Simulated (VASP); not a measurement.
# LiH (P1) in VASP: relaxation of cell and atoms with PBEsol

Aim: the relaxation of cell and atoms of LiH with PBEsol.

All numbers are computed with VASP 6.6.1; they aren't measurements. Logs are shortened: lines on timing, memory, paths and dates and some standing lists are left out, and cuts for length are marked.

## 1. The cell of the first run

The typed cell holds 8 atoms: a = 6.433 Å, b = 3.224 Å, c = 4.092 Å, α = 91.23°, β = 91.00°, γ = 119.39°.

## 2. Relaxation of cell and atoms, PBEsol

INCAR

```
SYSTEM = LiH
PREC = Accurate ; ENCUT = 600
EDIFF = 1E-7 ; ISMEAR = -1
SIGMA = 0.05 ; LREAL = .False.
LASPH = .True. ; NELM = 100
ALGO = Normal ; ISIF = 3
LWAVE = .False. ; LCHARG = .False.
GGA = PS ; IBRION = 2
NSW = 100 ; EDIFFG = -0.01
```

KPOINTS

```
Automatic mesh
0
Gamma
  6 6 4
  0 0 0
```

POSCAR

```
LiH
1.0
    6.4324199102      0.0292343345     -0.0565136934
   -1.5954461395      2.8011691891     -0.0347146466
   -0.0353358893     -0.0705285007      4.0913290492
Li H
4 4
Direct
    0.1671662999      0.6289322316      0.2410726736
    0.3497242458      0.4065026863      0.7541924342
    0.6823665597      0.6791389900      0.2508163043
    0.8384834606      0.3362049097      0.7165447214
    0.3162188592      0.3380042124      0.2367970452
    0.1721748672      0.6682671209      0.7486164618
    0.8406442674      0.3464388488      0.2615287874
    0.6831144602      0.7025284326      0.7395748260
```

Potentials or basis: VASP PAW PBE potentials, release 64 (Li_sv, H).

The run is started by

```console
$ cat potpaw_PBE.64/Li_sv/POTCAR potpaw_PBE.64/H/POTCAR > POTCAR
$ mpirun -np 1 vasp_std > vasp.out
```

OUTCAR:

```text
SYSTEM = LiH
   PREC = Accurate
   ENCUT = 600
   EDIFF = 1E-7
   ISMEAR = -1
   LREAL = .False.
   LASPH = .True.
   NELM = 100
   ISIF = 3
   GGA = PS
   IBRION = 2
   NSW = 100
   EDIFFG = -0.01

 ion  position               nearest neighbor table
   1  0.167  0.629  0.241-   5 1.64   2 2.59
   2  0.350  0.407  0.754-   6 1.72   1 2.59
   3  0.682  0.679  0.251-
   4  0.838  0.336  0.717-
   5  0.316  0.338  0.237-   1 1.64
   6  0.172  0.668  0.749-   2 1.72
   7  0.841  0.346  0.262-
   8  0.683  0.703  0.740-

  LATTYP: Found a triclinic cell.
 ALAT       =     4.0920894765
 B/A-ratio  =     1.6695129586
 C/A-ratio  =     0.7878246577
 COS(alpha) =     0.0031210362
 COS(beta)  =     0.0214682245
 COS(gamma) =     0.5723717208

  Lattice vectors:

 A1 = (   0.0353358893,   0.0705285007,  -4.0913290492)
 A2 = (  -4.8016378814,  -2.7598750229,  -4.0001007092)
 A3 = (  -1.5954461395,   2.8011691891,  -0.0347146466)

Analysis of symmetry for initial positions (statically):
=====================================================================
 Subroutine PRICEL returns:
 Original cell was already a primitive cell.

 Routine SETGRP: Setting up the symmetry group for a
 triclinic supercell.

 Subroutine GETGRP returns: Found  1 space group operations
 (whereof  1 operations were pure point group operations)
 out of a pool of  2 trial point group operations.

The static configuration has the point symmetry C_1 .

Analysis of symmetry for dynamics (positions and initial velocities):
=====================================================================
 Subroutine PRICEL returns:
 Original cell was already a primitive cell.

 Routine SETGRP: Setting up the symmetry group for a
 triclinic supercell.

 Subroutine GETGRP returns: Found  1 space group operations
 (whereof  1 operations were pure point group operations)
 out of a pool of  2 trial point group operations.

The dynamic configuration has the point symmetry C_1 .

 Subroutine INISYM returns: Found  1 space group operations
 (whereof  1 operations are pure point group operations),
 and found     1 'primitive' translations

----------------------------------------------------------------------------------------

                                     Primitive cell

  volume of cell :      73.8819

  direct lattice vectors                    reciprocal lattice vectors
     6.432419910  0.029234335 -0.056513693     0.155086025  0.088366951  0.002862760
    -1.595446139  2.801169189 -0.034714647    -0.001564949  0.356178374  0.006126476
    -0.035335889 -0.070528501  4.091329049     0.002128931  0.004242765  0.244510879

  length of vectors
     6.432734593  3.223848991  4.092089476     0.178517754  0.356234497  0.244556954

  position of ions in fractional coordinates (direct lattice)
     0.167166300  0.628932232  0.241072674
     0.349724246  0.406502686  0.754192434
     0.682366560  0.679138990  0.250816304
     0.838483461  0.336204910  0.716544721
     0.316218859  0.338004212  0.236797045
     0.172174867  0.668267121  0.748616462
     0.840644267  0.346438849  0.261528787
     0.683114460  0.702528433  0.739574826

  ion indices of the primitive-cell ions
   primitive index   ion index
                 1           1
                 2           2
                 3           3
                 4           4
                 5           5
                 6           6
                 7           7
                 8           8

----------------------------------------------------------------------------------------

 KPOINTS: Automatic mesh

Automatic generation of k-mesh.
 Grid dimensions read from file:
 generate k-points for:    6    6    4

 Generating k-lattice:

  Cartesian coordinates                     Fractional coordinates (reciprocal lattice)
     0.025847671  0.014727825  0.000477127     0.166666667 -0.000000000 -0.000000000
    -0.000260825  0.059363062  0.001021079     0.000000000  0.166666667  0.000000000
     0.000532233  0.001060691  0.061127720     0.000000000 -0.000000000  0.250000000

  Length of vectors
     0.029752959  0.059372416  0.061139238

  Shift w.r.t. Gamma in fractional coordinates (k-lattice)
     0.000000000  0.000000000  0.000000000

 Subroutine IBZKPT returns following result:
 ===========================================

 Found     76 irreducible k-points:

 Following reciprocal coordinates:
            Coordinates               Weight
  0.000000  0.000000  0.000000      1.000000
  0.166667 -0.000000  0.000000      2.000000
  0.333333 -0.000000  0.000000      2.000000
  0.500000 -0.000000  0.000000      1.000000
 -0.000000  0.166667  0.000000      2.000000
  0.166667  0.166667  0.000000      2.000000
[... 16 lines left out ...]
  0.333333  0.000000  0.250000      2.000000
  0.500000 -0.000000  0.250000      2.000000
 [... further k-points ...]
   k-points           NKPTS =     76   k-points in BZ     NKDIM =     76   number of bands    NBANDS=     13
   number of dos      NEDOS =    301   number of ions     NIONS =      8
   total plane-waves  NPLWV =  54432
   dimension x,y,z NGX =    54 NGY =   28 NGZ =   36
   dimension x,y,z NGXF=   108 NGYF=   56 NGZF=   72
   ions per type =               4   4
   NGX,Y,Z   is equivalent  to a cutoff of  13.96, 14.44, 14.63 a.u.
   NGXF,Y,Z  is equivalent  to a cutoff of  27.91, 28.88, 29.25 a.u.
 SYSTEM =  LiH
   PREC   = accura    normal or accurate (medium, high low for compatibility)
   ISTART =      0    job   : 0-new  1-cont  2-samecut
   ICHARG =      2    charge: 1-file 2-atom 10-const
   ISPIN  =      1    spin polarized calculation?
   LNONCOLLINEAR =      F non collinear calculations
   LSORBIT =      F    spin-orbit coupling
   LASPH  =      T    aspherical Exc in radial PAW
   ENCUT  =  600.0 eV  44.10 Ry    6.64 a.u.  12.85  6.44  8.17*2*pi/ulx,y,z
   NELM   =    100;   NELMIN=  2; NELMDL= -5     # of ELM steps
   EDIFF  = 0.1E-06   stopping-criterion for ELM
   LREAL  =      F    real-space projection
   EDIFFG = -.1E-01   stopping-criterion for IOM
   NSW    =    100    number of steps for IOM
   IBRION =      2    ionic relax: 0-MD 1-quasi-New 2-CG
   NFREE  =      1    steps in history (QN), initial steepest desc. (CG)
   ISIF   =      3    stress and relaxation
   ISYM   =      2    0-nonsym 1-usesym 2-fastsym
   POTIM  = 0.5000    time-step for ionic-motion
   TEBEG  =    0.0;   TEEND  =   0.0 temperature during run
   PSTRESS=    0.0 pullay stress
   NELECT =      16.0000    total number of electrons
   NUPDOWN=      -1.0000    fix difference up-down
   EMIN   =  10.00;   EMAX   =-10.00  energy-range for DOS
   EFERMI =   0.00;   METHOD = LEGACY
   ISMEAR =    -1;   SIGMA  =   0.05  broadening in eV -4-tet -1-fermi 0-gaus
   EFERMI_NEDOS =   21; number of points for ismear=-14 and -15
   IALGO  =     38    algorithm
   IMIX   =      4    mixing-type and parameters
     AMIX     =   0.40;   BMIX     =  1.00
     AMIX_MAG =   1.60;   BMIX_MAG =  1.00
  volume/ion in A,a.u.               =       9.24        62.32
  Fermi-wavevector in a.u.,A,eV,Ry     =   0.983110  1.857808 13.150099  0.966505
  Thomas-Fermi vector in A             =   2.114243
   LORBIT       =      0    0 simple, 1 ext, 2 COOP (PROOUT), +10 PAW based schemes
   GGA     = PS    functional components
   LHFCALC =     F    Hartree Fock is set to
   AEXX    =    0.0000 exact exchange contribution
   IVDW    =     0    specifies the selected vdW correction
   LEPSILON=     F    determine dielectric tensor
   LRPA    =     F    only Hartree local field effects (RPA)
 conjugate gradient relaxation of ions
 non-spin polarized calculation
  energy-cutoff  :      600.00
  volume of cell :       73.88
 maximum number of plane-waves:      2484
 NGX is ok and might be reduce to    54
   NGX = 25   NGY = 13   NGZ = 17

--------------------------------------- Ionic step        1  -------------------------------------------

 number of electron      16.0000002 magnetization

 Free energy of the ion-electron system (eV)
  ---------------------------------------------------
  ext. energy  EPLUGINS =         0.00000000
  ---------------------------------------------------
  free energy    TOTEN  =       -23.94327400 eV

  energy without entropy =      -23.94327400  energy(sigma->0) =      -23.94327400

------------------------ aborting loop because EDIFF is reached ----------------------------------------

  FORCE on cell =-STRESS in cart. coord.  units (eV):
  Direction    XX          YY          ZZ          XY          YZ          ZX
  --------------------------------------------------------------------------------------
  -------------------------------------------------------------------------------------
  Total        1.0736843     -0.2457979     -0.0468017     -0.9188342      0.5698598      0.2871682
  in kB       23.2835345     -5.3302848     -1.0149252    -19.9255097     12.3577754      6.2274258
  external PRESSURE =       5.6461082 kB  Pullay stress =       0.0000000 kB
[... 107 lines left out ...]
  FREE ENERGIE OF THE ION-ELECTRON SYSTEM (eV)
  ---------------------------------------------------
  free  energy   TOTEN  =       -24.1371752820 eV

  energy  without entropy=      -24.1371752768  energy(sigma->0) =      -24.13717528

[... ionic steps 4 to 8 ...]

--------------------------------------- Ionic step        9  -------------------------------------------

 number of electron      16.0000007 magnetization

------------------------ aborting loop because EDIFF is reached ----------------------------------------
[... 79 lines left out ...]
--------------------------------------- Ionic step       11  -------------------------------------------

 number of electron      16.0000008 magnetization

 Free energy of the ion-electron system (eV)
  ---------------------------------------------------
  ext. energy  EPLUGINS =         0.00000000
  ---------------------------------------------------
  free energy    TOTEN  =       -24.18551812 eV

  energy without entropy =      -24.18551811  energy(sigma->0) =      -24.18551811

 E-fermi :   0.7539     XC(G=0):  -8.0772

 val. band max:        0.0000727287   @ k =   0.0000   0.0000   0.0000
 cond. band min:       1.5066428019   @ k =  -0.3333   0.3333  -0.0000
 fundamental gap:      1.5065700732
 Fermi energy:         0.7539124839

 k-point     1 :       0.0000    0.0000    0.0000
  band No.  band energies     occupation
      1     -44.0438      2.00000
      2     -44.0126      2.00000
      3     -43.9910      2.00000
      4     -43.9769      2.00000
      5      -5.4352      2.00000
      6      -2.9073      2.00000
      7      -2.2018      2.00000
      8       0.0001      2.00000
      9       2.8135      0.00000
     10       4.3112      0.00000
     11       6.5983      0.00000
     12       7.1137      0.00000
     13       8.4520      0.00000
[... 354 lines left out ...]
  band No.  band energies     occupation
      1     -44.0246      2.00000
      2     -44.0224      2.00000
      3     -43.9895      2.00000
      4     -43.9874      2.00000
      5      -4.3548      2.00000
      6      -4.3523      2.00000
      7      -1.7238      2.00000
      8      -1.7203      2.00000
      9       5.1591      0.00000
     10       5.1647      0.00000
     11       7.0773      0.00000
     12       7.0806      0.00000
     13       8.7847      0.00000

 [... further k-points ...]

------------------------ aborting loop because EDIFF is reached ----------------------------------------

  FORCE on cell =-STRESS in cart. coord.  units (eV):
  Direction    XX          YY          ZZ          XY          YZ          ZX
  --------------------------------------------------------------------------------------
  -------------------------------------------------------------------------------------
  Total       -0.0261007      0.0249819      0.0010002      0.0153485      0.0046993      0.0022959
  in kB       -0.5721777      0.5476507      0.0219256      0.3364689      0.1030186      0.0503308
  external PRESSURE =      -0.0008672 kB  Pullay stress =       0.0000000 kB
[... 23 lines left out ...]
  FREE ENERGIE OF THE ION-ELECTRON SYSTEM (eV)
  ---------------------------------------------------
  free  energy   TOTEN  =       -24.1855181184 eV

  energy  without entropy=      -24.1855181052  energy(sigma->0) =      -24.18551811

 reached required accuracy - stopping structural energy minimisation
```

Run time: 16 min. Hardware: 1 thread of Intel Xeon 8259CL, shared host; peak memory 0.26 GiB.

What came out:

```
Free energy                           : -24.1855 eV
Relaxed volume                        : 9.14 Å³/atom
Relaxed cell                          : a = 6.492 Å, b = 3.235 Å, c = 4.038 Å, α = 90.01°, β = 90.01°, γ = 120.47°
Space group after relaxing (to 0.1 Å) : P6_3/mmc (No. 194)
Energy gained by relaxing             : 30.3 meV/atom
Ionic steps                           : 11
Pressure after relaxing               : 0.0 GPa
Largest force after relaxing          : 0.008 eV/Å
Band gap on the k mesh                : 1.51 eV (least direct gap 2.13 eV)
```

Forces in eV/Å, atoms in the order of the input:
```
Li  -0.002  0.003  0.000
Li  -0.002 -0.006  0.005
Li  -0.002  0.001  0.006
Li   0.003  0.001  0.001
H    0.005 -0.002 -0.003
H   -0.004 -0.001 -0.003
H    0.000  0.005 -0.001
H    0.002 -0.001 -0.006
```

The path:
| step | energy change (eV) | largest force (eV/Å) | pressure (GPa) | volume (Å³) |
| --- | --- | --- | --- | --- |
| 1 | 0.0000 | 0.9201 | 0.56 | 73.88 |
| 2 | -0.1151 | 0.4968 | -0.01 | 74.23 |
| 3 | -0.1939 | 0.2588 | -0.57 | 74.87 |
| 4 | -0.2145 | 0.1778 | -0.46 | 74.43 |
| 5 | -0.2340 | 0.1135 | -0.10 | 73.36 |
| 6 | -0.2341 | 0.1155 | -0.12 | 73.42 |
| 7 | -0.2385 | 0.0658 | -0.04 | 73.21 |
| 8 | -0.2410 | 0.0497 | 0.09 | 72.88 |
| 9 | -0.2418 | 0.0274 | 0.05 | 72.97 |
| 10 | -0.2420 | 0.0156 | 0.02 | 73.03 |
| 11 | -0.2422 | 0.0080 | 0.00 | 73.09 |

Final structure:
```
CELL_PARAMETERS angstrom
6.49181 -0.02017 -0.00094
-1.63204 2.79336 -0.00063
0.00012 0.00028 4.03764
ATOMIC_POSITIONS crystal
Li 0.17296 0.67982 0.24339
Li 0.33972 0.34983 0.74298
Li 0.67295 0.67692 0.24275
Li 0.83940 0.34650 0.74316
H 0.33934 0.34942 0.24429
H 0.17325 0.68051 0.74418
H 0.83926 0.34562 0.24399
H 0.67301 0.67741 0.74441
```

Caveat: the cutoff is under 1.25 times the usual one of these potentials, so pressure, stress and relaxed cells hold a basis-set (Pulay) error; the PAW data sets were made with another functional, which shifts forces and pressure a little. A k mesh can miss the band edges.
